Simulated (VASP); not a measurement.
# PrBe3Si (C2/m) in VASP: single point with PBE

Aim: the single point of PrBe3Si with PBE.

All numbers are computed with VASP 6.6.1; they aren't measurements. Logs are shortened: lines on timing, memory, paths and dates and some standing lists are left out, and cuts for length are marked.

### 1 The cell of the first run

It takes space group C2/m (No. 12, monoclinic). Conventional cell: a = 5.744 Å, b = 6.277 Å, c = 5.381 Å, α = 90.00°, β = 122.18°, γ = 90.00°. Pr (site symmetry 2/m) has 10 Be at 2.69 to 3.40 Å and 4 Si at 2.87 to 3.14 Å within 3.6 Å. Be (site symmetry 2) has 2 Be at 2.07 to 2.14 Å within 2.7 Å. Within 2.7 Å of Be (site symmetry 2/m) lie 2 Be at 2.07 Å and 2 Si at 2.69 Å and 2 Pr at 2.69 Å. Si (site symmetry 2/m) has 10 Be at 2.69 to 3.39 Å and 4 Pr at 2.87 to 3.14 Å within 3.5 Å.

The cell was generated, and may not be a known phase.

### 2 Single point, PBE

INCAR

```
SYSTEM = PrBe3Si
PREC     = Accurate       ! precision mode
ENCUT    = 600            ! plane-wave cutoff, eV
EDIFF    = 1E-6           ! SCF threshold, eV
ISMEAR   = 0              ! smearing method
SIGMA    = 0.2            ! smearing width, eV
LREAL    = .False.        ! projectors in reciprocal space
LASPH    = .True.         ! aspherical terms in the spheres
NELM     = 200            ! most SCF steps
ALGO     = Normal         ! electronic algorithm
ISIF     = 2              ! what is computed and relaxed
LWAVE    = .False.        ! write WAVECAR
LCHARG   = .False.        ! write CHGCAR
GGA      = PE             ! functional
NBANDS   = 18             ! bands
GGA_COMPAT= .False.      
LMAXMIX  = 6              ! l up to which the mixer works
```

KPOINTS

```
Automatic mesh
0
Gamma
  5 5 3
  0 0 0
```

POSCAR

```
PrBe3Si
1.0
    2.8245031904     -3.1383541185     -0.5212564803
    2.8245031904      3.1383541185     -0.5212564803
   -1.9915070403      0.0000000000      4.9986165007
Pr Be Si
1 3 1
Direct
    0.5000000000      0.5000000000      0.0000000000
    0.6706457911      0.3293542089      0.5000000000
    0.3293542089      0.6706457911      0.5000000000
    0.0000000000      0.0000000000      0.5000000000
    0.0000000000      0.0000000000      0.0000000000
```

Potentials or basis: VASP PAW PBE potentials, release 64 (Pr_3, Be, Si), 4f in core.

Run with:

```
$ cat potpaw_PBE.64/Pr_3/POTCAR potpaw_PBE.64/Be/POTCAR potpaw_PBE.64/Si/POTCAR > POTCAR
$ mpirun -np 1 vasp_std > vasp.out
```

OUTCAR:

```text
SYSTEM = PrBe3Si
   PREC = Accurate
   ENCUT = 600
   EDIFF = 1E-6
   ISMEAR = 0
   LREAL = .False.
   LASPH = .True.
   NELM = 200
   ISIF = 2
   GGA = PE

 ion  position               nearest neighbor table
   1  0.500  0.500  0.000-   4 2.69   4 2.69   5 2.87   5 2.87   2 2.90   3 2.90   2 2.90   3 2.90
                             5 3.14   5 3.14
   2  0.671  0.329  0.500-   4 2.07   3 2.14   1 2.90   1 2.90
   3  0.329  0.671  0.500-   4 2.07   2 2.14   1 2.90   1 2.90
   4  0.000  0.000  0.500-   2 2.07   3 2.07   5 2.69   5 2.69   1 2.69   1 2.69
   5  0.000  0.000  0.000-   4 2.69   4 2.69   1 2.87   1 2.87   1 3.14   1 3.14

  LATTYP: Found a base centered monoclinic cell.
 ALAT       =     5.7443978243
 B/A-ratio  =     1.0926660077
 C/A-ratio  =     0.9366919333
 COS(beta)  =    -0.5325674233

  Lattice vectors:

 A1 = (   2.8245031904,  -3.1383541185,  -0.5212564803)
 A2 = (   2.8245031904,   3.1383541185,  -0.5212564803)
 A3 = (  -1.9915070403,   0.0000000000,   4.9986165007)

Analysis of symmetry for initial positions (statically):
=====================================================================
 Subroutine PRICEL returns:
 Original cell was already a primitive cell.

 Routine SETGRP: Setting up the symmetry group for a
 base centered monoclinic supercell.

 Subroutine GETGRP returns: Found  4 space group operations
 (whereof  4 operations were pure point group operations)
 out of a pool of  4 trial point group operations.

The static configuration has the point symmetry C_2h.

Analysis of symmetry for dynamics (positions and initial velocities):
=====================================================================
 Subroutine PRICEL returns:
 Original cell was already a primitive cell.

 Routine SETGRP: Setting up the symmetry group for a
 base centered monoclinic supercell.

 Subroutine GETGRP returns: Found  4 space group operations
 (whereof  4 operations were pure point group operations)
 out of a pool of  4 trial point group operations.

The dynamic configuration has the point symmetry C_2h.

 Subroutine INISYM returns: Found  4 space group operations
 (whereof  4 operations are pure point group operations),
 and found     1 'primitive' translations

----------------------------------------------------------------------------------------

[... 91 lines left out ...]
   ISPIN  =      1    spin polarized calculation?
   LNONCOLLINEAR =      F non collinear calculations
   LSORBIT =      F    spin-orbit coupling
   LASPH  =      T    aspherical Exc in radial PAW
   ENCUT  =  600.0 eV  44.10 Ry    6.64 a.u.   8.50  8.50 10.75*2*pi/ulx,y,z
   NELM   =    200;   NELMIN=  2; NELMDL= -5     # of ELM steps
   EDIFF  = 0.1E-05   stopping-criterion for ELM
   LREAL  =      F    real-space projection
[... 7 lines left out ...]
   TEBEG  =    0.0;   TEEND  =   0.0 temperature during run
   PSTRESS=    0.0 pullay stress
   NELECT =      21.0000    total number of electrons
   NUPDOWN=      -1.0000    fix difference up-down
   EMIN   =  10.00;   EMAX   =-10.00  energy-range for DOS
   EFERMI =   0.00;   METHOD = LEGACY
   ISMEAR =     0;   SIGMA  =   0.20  broadening in eV -4-tet -1-fermi 0-gaus
   EFERMI_NEDOS =   21; number of points for ismear=-14 and -15
   IALGO  =     38    algorithm
   IMIX   =      4    mixing-type and parameters
     AMIX     =   0.40;   BMIX     =  1.00
     AMIX_MAG =   1.60;   BMIX_MAG =  1.00
  volume/ion in A,a.u.               =      16.42       110.81
  Fermi-wavevector in a.u.,A,eV,Ry     =   1.039192  1.963787 14.693190  1.079919
  Thomas-Fermi vector in A             =   2.173710
   LORBIT       =      0    0 simple, 1 ext, 2 COOP (PROOUT), +10 PAW based schemes
   GGA     = PE    functional components
   LHFCALC =     F    Hartree Fock is set to
   AEXX    =    0.0000 exact exchange contribution
   IVDW    =     0    specifies the selected vdW correction
   LEPSILON=     F    determine dielectric tensor
   LRPA    =     F    only Hartree local field effects (RPA)
 non-spin polarized calculation
 Gauss-broadening in eV      SIGMA  =   0.20
  energy-cutoff  :      600.00
  volume of cell :       82.10
 maximum number of plane-waves:      2766
 NGX is ok and might be reduce to    36
   NGX = 17   NGY = 17   NGZ = 21

 number of electron      21.0000000 magnetization

 Free energy of the ion-electron system (eV)
  ---------------------------------------------------
  ext. energy  EPLUGINS =         0.00000000
  ---------------------------------------------------
  free energy    TOTEN  =       -19.24814514 eV

  energy without entropy =      -19.19395387  energy(sigma->0) =      -19.22104951

 E-fermi :   4.3843     XC(G=0):  -9.9491

 val. band max:        4.3312789127   @ k =  -0.4000   0.2000   0.0000
 cond. band min:       4.4059941031   @ k =  -0.2000  -0.0000   0.3333
 fundamental gap:      0.0747151904
 Fermi energy:         4.3843030119

 k-point     1 :       0.0000    0.0000    0.0000
  band No.  band energies     occupation
      1     -30.7851      2.00000
      2     -13.0161      2.00000
      3     -12.9204      2.00000
      4     -12.8022      2.00000
      5      -4.2370      2.00000
      6       0.7770      2.00000
[... 481 lines left out ...]
      5      -3.3136      2.00000
      6       0.0166      2.00000
[... 10 lines left out ...]
     17       9.3112      0.00000
     18       9.8167      0.00000

------------------------ aborting loop because EDIFF is reached ----------------------------------------

  FORCE on cell =-STRESS in cart. coord.  units (eV):
  Direction    XX          YY          ZZ          XY          YZ          ZX
  --------------------------------------------------------------------------------------
  -------------------------------------------------------------------------------------
  Total        0.1781982     -0.0673344      0.2038386      0.0000000      0.0000000     -0.2684776
  in kB        3.4774176     -1.3139852      3.9777725      0.0000000      0.0000000     -5.2391600
  external PRESSURE =       2.0470683 kB  Pullay stress =       0.0000000 kB

 VOLUME and BASIS-vectors are now :
 -----------------------------------------------------------------------------
  energy-cutoff  :      600.00
  volume of cell :       82.10
      direct lattice vectors                 reciprocal lattice vectors
     2.824503190 -3.138354119 -0.521256480     0.191070983 -0.159319178  0.076124905
     2.824503190  3.138354119 -0.521256480     0.191070983  0.159319178  0.076124905
    -1.991507040  0.000000000  4.998616501     0.039849822  0.000000000  0.215931988

 POSITION                                       TOTAL-FORCE (eV/Angst)
 -----------------------------------------------------------------------------------
      2.82450      0.00000     -0.52126        -0.000000     -0.000000      0.000000
      1.82875     -1.07109      1.97805         0.000000     -0.017590      0.000000
      1.82875      1.07109      1.97805        -0.000000      0.017590     -0.000000
     -0.99575      0.00000      2.49931        -0.000000     -0.000000      0.000000
      0.00000      0.00000      0.00000        -0.000000     -0.000000      0.000000
 -----------------------------------------------------------------------------------
    total drift:                                0.000000      0.000000      0.000000

  FREE ENERGIE OF THE ION-ELECTRON SYSTEM (eV)
  ---------------------------------------------------
  free  energy   TOTEN  =       -19.2481451411 eV

  energy  without entropy=      -19.1939538735  energy(sigma->0) =      -19.22104951
```

OSZICAR:

```text
N       E                     dE             d eps       ncg     rms          rms(c)
DAV:   1     0.100561519968E+03    0.10056E+03   -0.96021E+03   864   0.109E+03
DAV:   2    -0.134495766445E+02   -0.11401E+03   -0.11088E+03  1058   0.234E+02
DAV:   3    -0.194363644295E+02   -0.59868E+01   -0.58996E+01  1442   0.483E+01
DAV:   4    -0.196309975096E+02   -0.19463E+00   -0.19437E+00  1144   0.695E+00
DAV:   5    -0.196405248533E+02   -0.95273E-02   -0.95247E-02  1338   0.129E+00    0.663E+00
DAV:   6    -0.193210398181E+02    0.31949E+00   -0.51686E-01  1072   0.323E+00    0.381E+00
DAV:   7    -0.192530836101E+02    0.67956E-01   -0.14732E-01  1176   0.221E+00    0.107E+00
DAV:   8    -0.192481006997E+02    0.49829E-02   -0.20682E-02  1342   0.742E-01    0.207E-01
DAV:   9    -0.192481194405E+02   -0.18741E-04   -0.96113E-04  1160   0.173E-01    0.957E-02
DAV:  10    -0.192481451341E+02   -0.25694E-04   -0.13693E-04  1426   0.753E-02    0.137E-02
DAV:  11    -0.192481451411E+02   -0.69704E-08   -0.62928E-06  1032   0.166E-02
   1 F= -.19248145E+02 E0= -.19221050E+02  d E =-.541913E-01
```

Run time: 20 s. Hardware: 1 thread of Intel Xeon 6975P-C (Granite Rapids), shared host; peak memory 0.25 GiB.

Results:

```yaml
Free_energy: -19.2481 eV
Pressure: 0.2 GPa
Largest_force: 0.018 eV/Å
Band_gap_on_the_k_mesh: zero (an odd number of electrons rules out a gap without spin polarisation)
```

Forces on the atoms (eV/Å):
```
Pr   0.000  0.000  0.000
Be   0.000 -0.018  0.000
Be   0.000  0.018  0.000
Be   0.000  0.000  0.000
Si   0.000  0.000  0.000
```

Stress tensor (GPa, compression positive):
```
 0.35  0.00 -0.52
 0.00 -0.13  0.00
-0.52  0.00  0.40
```

Caveat: the k points lie up to 0.44 Å⁻¹ apart, too coarse for converged energies and pressures of a metal; spin-orbit coupling is left out, which moves the levels of the heavy elements; the 4f electrons are frozen in the core, so they carry no moment and show no levels.

The gap in the log of VASP goes by the Fermi energy; the results here count the filled bands.